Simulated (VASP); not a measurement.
# BN (P6_3/mmc) in VASP: G0W0 quasiparticle levels with PBE

Aim: the G0W0 quasiparticle levels of BN with PBE.

Everything below comes from runs of VASP 6.6.1. Logs are shortened: lines on timing, memory, paths and dates and some standing lists are left out, and cuts for length are marked.

### 1 The cell of the first run

The structure is hexagonal, space group P6_3/mmc (No. 194). The conventional cell has a = 2.501 Å, b = 2.501 Å, c = 6.893 Å, α = 90.00°, β = 90.00°, γ = 120.00°. B (site symmetry -6m2) has 3 N at 1.44 Å within 1.9 Å. N (site symmetry -6m2) has 3 B at 1.44 Å within 1.9 Å.

### 2 G0W0 quasiparticle levels, PBE

Contents of POSCAR:

```
BN
1.0
    2.5008381060      0.0000000000      0.0000000000
   -1.2504190530      2.1657893305      0.0000000000
    0.0000000000      0.0000000000      6.8931301039
B N
2 2
Direct
    0.3333333333      0.6666666667      0.2500000000
    0.6666666667      0.3333333333      0.7500000000
    0.6666666667      0.3333333333      0.2500000000
    0.3333333333      0.6666666667      0.7500000000
```

Contents of INCAR.step1:

```
SYSTEM = BN
PREC = Accurate
ENCUT = 500
EDIFF = 1E-8
ISMEAR = 0
SIGMA = 0.01
LREAL = .FALSE.
LASPH = .TRUE.
NELM = 60
ALGO = Normal
LWAVE = .TRUE.
LCHARG = .FALSE.
GGA = PE
```

Contents of INCAR.step2:

```
SYSTEM = BN
PREC = Accurate
ENCUT = 500
EDIFF = 1E-8
ISMEAR = 0
SIGMA = 0.01
LREAL = .FALSE.
LASPH = .TRUE.
NELM = 1
ALGO = Exact
LWAVE = .TRUE.
LCHARG = .FALSE.
GGA = PE
NBANDS = 68
LOPTICS = .TRUE.
ISTART = 1
```

Contents of INCAR.step3:

```
SYSTEM = BN
PREC = Accurate
ENCUT = 500
EDIFF = 1E-8
ISMEAR = 0
SIGMA = 0.01
LREAL = .FALSE.
LASPH = .TRUE.
ALGO = EVGW0
LWAVE = .FALSE.
LCHARG = .FALSE.
GGA = PE
NELMGW = 1
NBANDS = 68
ENCUTGW = 80.0
NOMEGA = 48
PRECFOCK = Fast
ISTART = 1
NBANDSGW = 16
```

Contents of KPOINTS:

```
Automatic mesh
0
G
  6 6 2
  0 0 0
```

Potentials or basis: VASP PAW PBE potentials, release 64 (B_GW, N_GW).

On the command line:

```sh
> cat potpaw_PBE.64/B_GW/POTCAR potpaw_PBE.64/N_GW/POTCAR > POTCAR
> cp INCAR.step1 INCAR
> mpirun -np 1 vasp_std > vasp.out
> cp INCAR.step2 INCAR
> mpirun -np 1 vasp_std > vasp.out
> cp INCAR.step3 INCAR
> mpirun -np 1 vasp_std > vasp.out
```

OUTCAR:

```text
SYSTEM = BN
   PREC = Accurate
   ENCUT = 500
   EDIFF = 1E-8
   ISMEAR = 0
   LREAL = .FALSE.
   LASPH = .TRUE.
   GGA = PE
   NELMGW = 1
   ENCUTGW = 80.0
   PRECFOCK = Fast
   ISTART = 1

 ion  position               nearest neighbor table
   1  0.333  0.667  0.250-   3 1.44   3 1.44   3 1.44
   2  0.667  0.333  0.750-   4 1.44   4 1.44   4 1.44
   3  0.667  0.333  0.250-   1 1.44   1 1.44   1 1.44
   4  0.333  0.667  0.750-   2 1.44   2 1.44   2 1.44

  LATTYP: Found a hexagonal cell.
 ALAT       =     2.5008381060
 C/A-ratio  =     2.7563280035

  Lattice vectors:

 A1 = (   2.5008381060,   0.0000000000,   0.0000000000)
 A2 = (  -1.2504190530,   2.1657893305,   0.0000000000)
 A3 = (   0.0000000000,   0.0000000000,   6.8931301039)

Analysis of symmetry for initial positions (statically):
=====================================================================
 Subroutine PRICEL returns:
 Original cell was already a primitive cell.

 Routine SETGRP: Setting up the symmetry group for a
 hexagonal supercell.

 Subroutine GETGRP returns: Found 24 space group operations
 (whereof 12 operations were pure point group operations)
 out of a pool of 24 trial point group operations.

The static configuration has the point symmetry D_3d.
 The point group associated with its full space group is D_6h.

Analysis of symmetry for dynamics (positions and initial velocities):
=====================================================================
 Subroutine PRICEL returns:
 Original cell was already a primitive cell.

 Routine SETGRP: Setting up the symmetry group for a
 hexagonal supercell.

 Subroutine GETGRP returns: Found 24 space group operations
 (whereof 12 operations were pure point group operations)
 out of a pool of 24 trial point group operations.

The dynamic configuration has the point symmetry D_3d.
 The point group associated with its full space group is D_6h.

 Subroutine INISYM returns: Found 24 space group operations
 (whereof 12 operations are pure point group operations),
 and found     1 'primitive' translations

----------------------------------------------------------------------------------------

                                     Primitive cell

  volume of cell :      37.3352

  direct lattice vectors                    reciprocal lattice vectors
     2.500838106  0.000000000  0.000000000     0.399865948  0.230862713  0.000000000
    -1.250419053  2.165789330  0.000000000     0.000000000  0.461725425  0.000000000
     0.000000000  0.000000000  6.893130104     0.000000000  0.000000000  0.145071975

  length of vectors
     2.500838106  2.500838106  6.893130104     0.461725425  0.461725425  0.145071975

  position of ions in fractional coordinates (direct lattice)
     0.333333333  0.666666667  0.250000000
     0.666666667  0.333333333  0.750000000
     0.666666667  0.333333333  0.250000000
     0.333333333  0.666666667  0.750000000

  ion indices of the primitive-cell ions
   primitive index   ion index
                 1           1
                 2           2
                 3           3
                 4           4

----------------------------------------------------------------------------------------

 KPOINTS: Automatic mesh

Automatic generation of k-mesh.
 Grid dimensions read from file:
 generate k-points for:    6    6    2

 Generating k-lattice:

  Cartesian coordinates                     Fractional coordinates (reciprocal lattice)
     0.066644325  0.038477119  0.000000000     0.166666667  0.000000000  0.000000000
     0.000000000  0.076954238  0.000000000     0.000000000  0.166666667  0.000000000
     0.000000000  0.000000000  0.072535988     0.000000000  0.000000000  0.500000000

  Length of vectors
     0.076954238  0.076954238  0.072535988

  Shift w.r.t. Gamma in fractional coordinates (k-lattice)
     0.000000000  0.000000000  0.000000000

 Subroutine IBZKPT returns following result:
 ===========================================

 Found     14 irreducible k-points:

 Following reciprocal coordinates:
            Coordinates               Weight
  0.000000  0.000000  0.000000      1.000000
  0.166667  0.000000  0.000000      6.000000
  0.333333 -0.000000  0.000000      6.000000
  0.500000  0.000000  0.000000      3.000000
  0.166667  0.166667  0.000000      6.000000
  0.333333  0.166667  0.000000     12.000000
  0.333333  0.333333  0.000000      2.000000
  0.000000  0.000000  0.500000      1.000000
  0.166667  0.000000  0.500000      6.000000
  0.333333 -0.000000  0.500000      6.000000
  0.500000  0.000000  0.500000      3.000000
  0.166667  0.166667  0.500000      6.000000
  0.333333  0.166667  0.500000     12.000000
  0.333333  0.333333  0.500000      2.000000
   k-points           NKPTS =     14   k-points in BZ     NKDIM =     72   number of bands    NBANDS=     68
   number of dos      NEDOS =    301   number of ions     NIONS =      4
   total plane-waves  NPLWV =  16200
   dimension x,y,z NGX =    18 NGY =   18 NGZ =   50
   dimension x,y,z NGXF=    36 NGYF=   36 NGZF=  100
   ions per type =               2   2
   NGX,Y,Z   is equivalent  to a cutoff of  11.97, 11.97, 12.06 a.u.
   NGXF,Y,Z  is equivalent  to a cutoff of  23.93, 23.93, 24.12 a.u.
 SYSTEM =  BN
   PREC   = accura    normal or accurate (medium, high low for compatibility)
   ISTART =      1    job   : 0-new  1-cont  2-samecut
   ICHARG =      0    charge: 1-file 2-atom 10-const
   ISPIN  =      1    spin polarized calculation?
   LNONCOLLINEAR =      F non collinear calculations
   LSORBIT =      F    spin-orbit coupling
   LASPH  =      T    aspherical Exc in radial PAW
   ENCUT  =  500.0 eV  36.75 Ry    6.06 a.u.   4.56  4.56 12.57*2*pi/ulx,y,z
   NELM   =     60;   NELMIN=  2; NELMDL=  0     # of ELM steps
   EDIFF  = 0.1E-07   stopping-criterion for ELM
   LREAL  =      F    real-space projection
   EDIFFG = 0.1E-06   stopping-criterion for IOM
   NSW    =      0    number of steps for IOM
   IBRION =     -1    ionic relax: 0-MD 1-quasi-New 2-CG
   NFREE  =      0    steps in history (QN), initial steepest desc. (CG)
   ISIF   =      0    stress and relaxation
   ISYM   =      3    0-nonsym 1-usesym 2-fastsym
   POTIM  = 0.5000    time-step for ionic-motion
   TEBEG  =    0.0;   TEEND  =   0.0 temperature during run
   PSTRESS=    0.0 pullay stress
   NELECT =      16.0000    total number of electrons
   NUPDOWN=      -1.0000    fix difference up-down
   EMIN   =  10.00;   EMAX   =-10.00  energy-range for DOS
   EFERMI =   0.00;   METHOD = LEGACY
   ISMEAR =     0;   SIGMA  =   0.01  broadening in eV -4-tet -1-fermi 0-gaus
   EFERMI_NEDOS =   21; number of points for ismear=-14 and -15
   IALGO  =     38    algorithm
   IMIX   =      4    mixing-type and parameters
     AMIX     =   0.40;   BMIX     =  1.00
     AMIX_MAG =   1.60;   BMIX_MAG =  1.00
  volume/ion in A,a.u.               =       9.33        62.99
  Fermi-wavevector in a.u.,A,eV,Ry     =   1.234266  2.332424 20.727283  1.523412
  Thomas-Fermi vector in A             =   2.368963
   LORBIT       =      0    0 simple, 1 ext, 2 COOP (PROOUT), +10 PAW based schemes
   GGA     = PE    functional components
   LHFCALC =     T    Hartree Fock is set to
   PRECFOCK=fast      Normal, Fast or Accurate (Low or Medium for compatibility)
   ENCUT4O =  -1.0   cutoff for four orbital integrals eV
   NKREDX  =     1    reduce k-point grid by
   NKREDY  =     1    reduce k-point grid by
   NKREDZ  =     1    reduce k-point grid by
   AEXX    =    1.0000 exact exchange contribution
   HFSCREEN=    0.0000 screening length (either q_TF or 0.3 A-1)
   HFSCREENC=   0.0000 screening length for correlation (either q_TF or 0.3 A-1)
   ENCUTFOCK=  -1.0 apply spherical cutoff to Coloumb kernel
   IVDW    =     0    specifies the selected vdW correction
   LEPSILON=     F    determine dielectric tensor
   LRPA    =     F    only Hartree local field effects (RPA)
   LRPAFORCE           =     F    calculate RPA forces
   ENCUTGW             =  80.0    cutoff for response function in eV
   ENCUTGWSOFT         =  64.0    soft cutoff for Coulomb kernel in GW response function in eV
   ENCUTLF             =  -1.0    cutoff for local field effects
   NELMGW              =     1    number of iterations in solving QP/BSE equation
   NELMHF              =     1    number of iterations in the inner HF iteration
   NKREDLFX            =     1    NKREDLFY  =   1   NKREDLFZ  =   1
 non-spin polarized calculation
 Gauss-broadening in eV      SIGMA  =   0.01
  energy-cutoff  :      500.00
  volume of cell :       37.34
 maximum number of plane-waves:       979
  NGX = 12; NGY = 12; NGZ = 36
   NGX =  9   NGY =  9   NGZ = 25
 maximum number of plane-waves:        68
 NGX is ok and might be reduce to    10

 QP shifts <psi_nk| G(iteration)W_0 |psi_nk>: iteration 1
 for sc-GW calculations column KS-energies equals QP-energies in previous step
 and V_xc(KS)=  KS-energies - (<T + V_ion + V_H > + <T+V_H+V_ion>^1  + <V_x>^1)

 k-point   1 :       0.0000    0.0000    0.0000
  band No.  KS-energies  QP-energies   sigma(KS)   V_xc(KS)     V^pw_x(r,r')   Z            occupation Imag(sigma)

      1     -15.7601     -17.4527     -18.3012     -15.9815     -26.6512       0.7297       2.0000       1.3525
      2     -15.5407     -17.1976     -18.5335     -16.2503     -26.8629       0.7257       2.0000       1.2963
      3      -4.0476      -5.3104     -14.0719     -12.3667     -18.2083       0.7405       2.0000       0.4162
      4      -2.2833      -3.3035     -15.6063     -14.2475     -19.4434       0.7508       2.0000       0.2707
      5       0.7010       0.0629     -18.9744     -18.1729     -22.6397       0.7961       2.0000       0.1386
      6       0.7010       0.0629     -18.9744     -18.1729     -22.6397       0.7961       2.0000       0.1386
[... 8 lines left out ...]
     15      14.0986      15.5704     -12.2143     -14.0938      -6.9841       0.7831       0.0000      -0.2788
     16      15.0694      17.0215     -12.4091     -14.9748      -6.1889       0.7608       0.0000      -0.7076

 k-point   2 :       0.1667    0.0000    0.0000
  band No.  KS-energies  QP-energies   sigma(KS)   V_xc(KS)     V^pw_x(r,r')   Z            occupation Imag(sigma)

      1     -15.2242     -16.9069     -18.4163     -16.1189     -26.6122       0.7324       2.0000       1.2974
      2     -15.0193     -16.6726     -18.6360     -16.3739     -26.8142       0.7309       2.0000       1.2476
      3      -3.3080      -4.5316     -14.1932     -12.5549     -18.0799       0.7469       2.0000       0.3519
      4      -1.6128      -2.5853     -15.7214     -14.4357     -19.3404       0.7564       2.0000       0.2377
      5      -1.2743      -2.1460     -18.4879     -17.3750     -22.4935       0.7833       2.0000       0.1748
      6      -1.2512      -2.1164     -18.4962     -17.3922     -22.4892       0.7838       2.0000       0.1738
[... 8 lines left out ...]
     15      15.8484      18.0549     -11.9748     -14.7535      -7.1408       0.7941       0.0000      -0.2073
     16      15.9336      18.1596     -12.0422     -14.8557      -7.1851       0.7912       0.0000      -0.2100

 k-point   3 :       0.3333   -0.0000    0.0000
  band No.  KS-energies  QP-energies   sigma(KS)   V_xc(KS)     V^pw_x(r,r')   Z            occupation Imag(sigma)

      1     -13.7783     -15.4279     -18.7901     -16.5991     -26.6303       0.7529       2.0000       1.1676
      2     -13.6226     -15.2512     -18.9680     -16.8060     -26.7979       0.7533       2.0000       1.1339
      3      -4.8686      -6.0333     -17.7355     -16.1801     -22.5824       0.7488       2.0000       0.3099
      4      -4.8131      -5.9713     -17.7997     -16.2599     -22.6395       0.7521       2.0000       0.3057
      5      -1.5612      -2.4013     -18.4139     -17.3363     -22.5117       0.7796       2.0000       0.1762
      6      -1.5184      -2.3503     -18.4537     -17.3883     -22.5465       0.7809       2.0000       0.1752
[... 194 lines left out ...]
      1     -12.6448     -14.2539     -19.2994     -17.2059     -26.9117       0.7686       2.0000       1.0669
      2     -12.6448     -14.2539     -19.2994     -17.2059     -26.9117       0.7686       2.0000       1.0669
      3      -6.0382      -7.2618     -17.3941     -15.7436     -22.4998       0.7413       2.0000       0.3710
      4      -6.0382      -7.2618     -17.3941     -15.7436     -22.4998       0.7413       2.0000       0.3710
      5      -3.2755      -4.2980     -17.9255     -16.5917     -22.3450       0.7667       2.0000       0.2238
      6      -3.2755      -4.2980     -17.9255     -16.5917     -22.3450       0.7667       2.0000       0.2238
[... 8 lines left out ...]
     15      18.0186      19.2616      -9.1596     -10.6896      -4.1893       0.8124       0.0000      -0.3893
     16      18.0186      19.2616      -9.1596     -10.6896      -4.1893       0.8124       0.0000      -0.3893

 k-point  14 :       0.3333    0.3333    0.5000
  band No.  KS-energies  QP-energies   sigma(KS)   V_xc(KS)     V^pw_x(r,r')   Z            occupation Imag(sigma)

      1     -11.9658     -13.5674     -19.6766     -17.6454     -27.1859       0.7885       2.0000       1.0264
      2     -11.9658     -13.5674     -19.6766     -17.6454     -27.1859       0.7885       2.0000       1.0264
      3      -5.8905      -6.9995     -17.0975     -15.6037     -22.0182       0.7424       2.0000       0.3642
      4      -5.8905      -6.9995     -17.0975     -15.6037     -22.0182       0.7424       2.0000       0.3642
      5      -5.1333      -6.4016     -17.5988     -15.8984     -22.5345       0.7459       2.0000       0.2995
      6      -5.1333      -6.4016     -17.5988     -15.8984     -22.5345       0.7459       2.0000       0.2995
[... 8 lines left out ...]
     15      19.4199      20.9505     -10.7037     -12.6022      -5.7270       0.8062       0.0000      -0.3727
     16      19.4199      20.9505     -10.7037     -12.6022      -5.7270       0.8062       0.0000      -0.3727
```

Wall time 5.1 min (1 thread of Intel Xeon 8259CL, shared host); peak memory 0.44 GiB.

Results:

| Property | Result |
| --- | --- |
| Band gap on the k mesh, mean-field level | 4.35 eV, indirect (least direct gap 4.68 eV) |
| Quasiparticle gap | 5.82 eV |
| Least direct quasiparticle gap | 6.31 eV |

Caveat: the k points lie up to 0.48 Å⁻¹ apart; bands, screening cutoff and mesh are small and nothing is extrapolated, so the quasiparticle values aren't converged. A k mesh can miss the band edges.
